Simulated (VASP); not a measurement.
Input of a VASP 6.6.1 run:

The input POSCAR:

```
PbS
1.0
    4.0481878949      0.0000000000      0.0000000000
   -2.0240939474      3.5058335563      0.0000000000
    0.0000000000      0.0000000000      3.7841695152
Pb S
1 1
Direct
    0.0000000000      0.0000000000      0.0000000000
    0.6666666667      0.3333333333      0.5000000000
```

File INCAR.step1:

```
SYSTEM = PbS
ALGO = Normal ; EDIFF = 1E-4
ENCUT = 520 ; GGA = PE
ISMEAR = 0 ; LASPH = .TRUE.
LCHARG = .FALSE. ; LREAL = .FALSE.
LWAVE = .TRUE. ; NBANDS = 17
NELM = 60 ; PREC = Accurate
SIGMA = 0.05
```

The input INCAR.step2:

```
SYSTEM = PbS
ALGO = Normal ; EDIFF = 1E-6
ENCUT = 520 ; ISIF = 2
ISMEAR = 0 ; ISTART = 1
IVDW = 12 ; LASPH = .TRUE.
LCHARG = .FALSE. ; LMIXTAU = .TRUE.
LREAL = .FALSE. ; LWAVE = .FALSE.
METAGGA = R2SCAN ; NBANDS = 17
NELM = 60 ; PREC = Accurate
SIGMA = 0.05 ; VDW_A1 = 0.49484001
VDW_A2 = 5.73083694 ; VDW_S6 = 1.0
VDW_S8 = 0.78981345
```

The input KPOINTS:

```
k-points
0
G
  10 10 10
  0 0 0
```

Potentials or basis: VASP PAW PBE potentials, release 64 (Pb_d, S).

Launch:

```sh
$ cat potpaw_PBE.64/Pb_d/POTCAR potpaw_PBE.64/S/POTCAR > POTCAR
$ cp INCAR.step1 INCAR
$ mpirun -np 1 vasp_std > vasp.out
$ cp INCAR.step2 INCAR
$ mpirun -np 1 vasp_std > vasp.out
```

What does it give for the band gap on the k mesh?

Zero (band 10 reaches 5.39 eV, above the bottom of band 11 at 5.12 eV).

Estimate the pressure.

-1.0 GPa.

What does it give for the dispersion energy per atom?

-0.159 eV.

Stress tensor (GPa, compression positive):
```
-1.01  0.00  0.00
 0.00 -1.01  0.00
 0.00  0.00 -1.09
```

Caveat: three body term missing; the PAW data sets were made with another functional, which shifts forces and pressure a little; spin-orbit coupling is left out, which moves the levels of the heavy elements; pairwise dispersion overbinds metals, which lowers pressure and volume.
